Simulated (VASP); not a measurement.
# Na (Fm-3m) in VASP: a series of runs, part 2 of 2

VASP 6.6.1.

**4. Relaxation of cell and atoms, PBEsol, target pressure 19 GPa, at which the enthalpy is minimised**

File INCAR:

```
ALGO = Normal ; EDIFF = 1E-7
EDIFFG = -0.005 ; ENCUT = 500
GGA = PS ; GGA_COMPAT = False
IBRION = 2 ; ISIF = 3
ISMEAR = -1 ; LASPH = True
LCHARG = False ; LREAL = False
LWAVE = False ; NELM = 120
NELMIN = 4 ; NSW = 32
PREC = Accurate ; PSTRESS = 190.0
SIGMA = 0.1
```

File KPOINTS:

```
k-points
0
Gamma
  16 16 16
```

File POSCAR:

```
Na
1.0
    0.0000000000      2.0955480989      2.0955480989
    2.0955480989      0.0000000000      2.0955480989
    2.0955480989      2.0955480989      0.0000000000
Na
1
Direct
    0.0000000000      0.0000000000      0.0000000000
```

Potentials or basis: VASP PAW PBE potentials, release 64 (Na_pv).

On the command line:

```
$ cat potpaw_PBE.64/Na_pv/POTCAR > POTCAR
$ mpirun -np 1 vasp_std > vasp.out
```

OUTCAR:

```text
EDIFF = 1E-7
   EDIFFG = -0.005
   ENCUT = 500
   GGA = PS
   IBRION = 2
   ISIF = 3
   ISMEAR = -1
   LASPH = True
   LREAL = False
   NELM = 120
   NELMIN = 4
   NSW = 32
   PREC = Accurate
   PSTRESS = 190.0

 ion  position               nearest neighbor table
   1  0.000  0.000  0.000-

  LATTYP: Found a face centered cubic cell.
 ALAT       =     4.1910961978

  Lattice vectors:
[... 424 lines left out ...]

 [... further k-points ...]

------------------------ aborting loop because EDIFF is reached ----------------------------------------

  FORCE on cell =-STRESS in cart. coord.  units (eV):
  Direction    XX          YY          ZZ          XY          YZ          ZX
  --------------------------------------------------------------------------------------
  -------------------------------------------------------------------------------------
  Total        2.1874460      2.1874460      2.1874460      0.0000000      0.0000000      0.0000000
  in kB      190.4254669    190.4254669    190.4254669      0.0000000      0.0000000      0.0000000
  external PRESSURE =       0.4254669 kB  Pullay stress =     190.0000000 kB

 VOLUME and BASIS-vectors are now :
 -----------------------------------------------------------------------------
  energy-cutoff  :      500.00
  volume of cell :       18.40
      direct lattice vectors                 reciprocal lattice vectors
     0.000000000  2.095548099  2.095548099    -0.238601061  0.238601061  0.238601061
     2.095548099  0.000000000  2.095548099     0.238601061 -0.238601061  0.238601061
     2.095548099  2.095548099  0.000000000     0.238601061  0.238601061 -0.238601061

 POSITION                                       TOTAL-FORCE (eV/Angst)
 -----------------------------------------------------------------------------------
      0.00000      0.00000      0.00000         0.000000      0.000000      0.000000
 -----------------------------------------------------------------------------------
    total drift:                               -0.000000      0.000000     -0.000000

  FREE ENERGIE OF THE ION-ELECTRON SYSTEM (eV)
  ---------------------------------------------------
  free  energy   TOTEN  =        -0.7900473972 eV

  energy  without entropy=       -0.7800958028  energy(sigma->0) =       -0.78507160

  enthalpy is  TOTEN    =         1.3925112130 eV   P V=        2.1825586102

 reached required accuracy - stopping structural energy minimisation
```

OSZICAR:

```text
N       E                     dE             d eps       ncg     rms          rms(c)
DAV:   1     0.174521703782E+02    0.17452E+02   -0.42388E+03  2037   0.101E+03
DAV:   2    -0.591586400091E+00   -0.18044E+02   -0.18028E+02  2303   0.133E+02
DAV:   3    -0.800284679310E+00   -0.20870E+00   -0.20869E+00  2443   0.198E+01
DAV:   4    -0.801476674607E+00   -0.11920E-02   -0.11920E-02  2653   0.139E+00
DAV:   5    -0.801485770236E+00   -0.90956E-05   -0.90953E-05  2499   0.957E-02    0.509E-01
DAV:   6    -0.794069647709E+00    0.74161E-02   -0.56384E-03  2156   0.158E+00    0.294E-01
DAV:   7    -0.790176683447E+00    0.38930E-02   -0.50816E-03  2905   0.134E+00    0.528E-02
DAV:   8    -0.790047487066E+00    0.12920E-03   -0.33813E-04  2093   0.453E-01    0.282E-03
DAV:   9    -0.790047907753E+00   -0.42069E-06   -0.19448E-06  2261   0.245E-02    0.169E-03
DAV:  10    -0.790047308828E+00    0.59892E-06   -0.57423E-07  2121   0.156E-02    0.159E-04
DAV:  11    -0.790047397163E+00   -0.88335E-07   -0.99351E-09  1085   0.232E-03
   1 F= 0.13925112E+01 E0= 0.13974870E+01  d E =0.139251E+01
```

CONTCAR:

```text
Na
   1.00000000000000
     0.0000000000000000    2.0955480989000002    2.0955480989000002
     2.0955480989000002    0.0000000000000000    2.0955480989000002
     2.0955480989000002    2.0955480989000002    0.0000000000000000
  Na
     1
Direct
     0.0000000000000000    0.0000000000000000    0.0000000000000000

  0.00000000E+00  0.00000000E+00  0.00000000E+00
```

Run time: 6.2 s. Hardware: 1 thread of Intel Xeon Platinum 8488C (Sapphire Rapids), shared host; peak memory 0.13 GiB.

What came out:

```
Free energy             : -0.7900 eV
Pressure after relaxing : 19.0 GPa
Band gap on the k mesh  : zero (an odd number of electrons rules out a gap without spin polarisation)
```

Final structure:
```
Na
1.0
     0.00000    2.09555    2.09555
     2.09555    0.00000    2.09555
     2.09555    2.09555    0.00000
Na
1
Direct
  0.00000 0.00000 0.00000
```

Caveat: the relaxation stopped at its first step, so nothing moved; the cell is relaxed towards a set pressure, so the run minimises the enthalpy, not the energy; the PAW data sets were made with another functional, which shifts forces and pressure a little.

**5. Relaxation of cell and atoms, PBEsol, target pressure 19 GPa, at which the enthalpy is minimised**

This run uses another cell than the first one, of 18.48 Å³/atom.

File INCAR:

```
  ALGO = Normal
  EDIFF = 1E-7
  EDIFFG = -0.005
  ENCUT = 500
  GGA = PS
  GGA_COMPAT = F
  IBRION = 2
  ISIF = 3
  ISMEAR = -1
  LASPH = T
  LCHARG = F
  LREAL = F
  LWAVE = F
  NELM = 120
  NELMIN = 4
  NSW = 60
  PREC = Accurate
  PSTRESS = 190.0
  SIGMA = 0.1
```

KPOINTS is that of step 4.

File POSCAR:

```
Na
1.0
    0.0000000000      2.0985988386      2.0985988386
    2.0985988386      0.0000000000      2.0985988386
    2.0985988386      2.0985988386      0.0000000000
Na
1
Direct
    0.0000000000      0.0000000000      0.0000000000
```

On the command line:

```
$ cat potpaw_PBE.64/Na_pv/POTCAR > POTCAR
$ mpirun -np 1 vasp_std > vasp.out
```

Wall time 12 s (1 thread of Intel Xeon Platinum 8488C (Sapphire Rapids), shared host); peak memory 0.13 GiB.

Results (log left out):

* Free energy: -0.7920 eV
* Relaxed volume: 18.42 Å³/atom
* Relaxed cell: a = 2.964 Å, b = 2.964 Å, c = 2.964 Å, α = 60.00°, β = 60.00°, γ = 60.00°
* Space group after relaxing (to 0.1 Å): Fm-3m (No. 225)
* Energy change on relaxing (the run minimises the enthalpy): +7.5 meV/atom
* Ionic steps: 3
* Pressure after relaxing: 19.0 GPa
* Band gap on the k mesh: zero (an odd number of electrons rules out a gap without spin polarisation)

The path:
```csv
step,energy change (eV),largest force (eV/Å),pressure (GPa),volume (Å³)
1,0.0000,0.0000,18.76,18.48
2,0.0086,0.0000,19.05,18.41
3,0.0075,0.0000,18.97,18.42
```

Final structure:
```
CELL_PARAMETERS angstrom
0.00000 2.09618 2.09618
2.09618 0.00000 2.09618
2.09618 2.09618 0.00000
ATOMIC_POSITIONS crystal
Na 0.00000 0.00000 0.00000
```

Levels at points of the mesh, in eV from the Fermi level:
| k point | band 1 | band 2 | band 3 | band 4 | band 5 | band 6 | band 7 |
| --- | --- | --- | --- | --- | --- | --- | --- |
| (0.00, 0.00, 0.00) | -24.76 | -24.76 | -24.76 | -5.15 | 15.92 | 15.92 | 15.92 |
| (0.50, 0.00, 0.00) | -25.10 | -24.80 | -24.80 | 0.67 | 1.71 | 14.39 | 14.39 |
| (0.50, 0.50, 0.00) | -25.08 | -24.87 | -24.87 | 2.81 | 3.04 | 8.28 | 11.51 |

Caveat: the cell is relaxed towards a set pressure, so the run minimises the enthalpy, not the energy; the PAW data sets were made with another functional, which shifts forces and pressure a little.

**6. Overview**

```tsv
task	cell	gap on the mesh (eV)	pressure (GPa)
single point	a = 2.964 Å, angles 60.0°, 1 atom	none	18.8
single point	a = 2.963 Å, angles 60.0°, 1 atom	none	18.9
relaxation of cell and atoms	relaxed to 19 GPa from a = 2.964 Å, angles 60.0°, 1 atom	none	19.0
relaxation of cell and atoms	relaxed to 19 GPa from a = 2.968 Å, angles 60.0°, 1 atom	none	19.0
```

Alike in all rows: level PBEsol; potentials or basis VASP PAW PBE potentials, release 64 (Na_pv); no spin polarisation; k mesh 16 × 16 × 16; cutoff (eV) 500; smearing fermi-dirac 0.1 eV.

Caveats: the PAW data sets were made with another functional, which shifts forces and pressure a little; the cell stands under pressure (at least some runs); the cell is relaxed towards a set pressure, so the run minimises the enthalpy, not the energy (at least some runs); the relaxation stopped at its first step, so nothing moved (at least some runs).

Absolute energies hang on the potentials; compare differences alone.
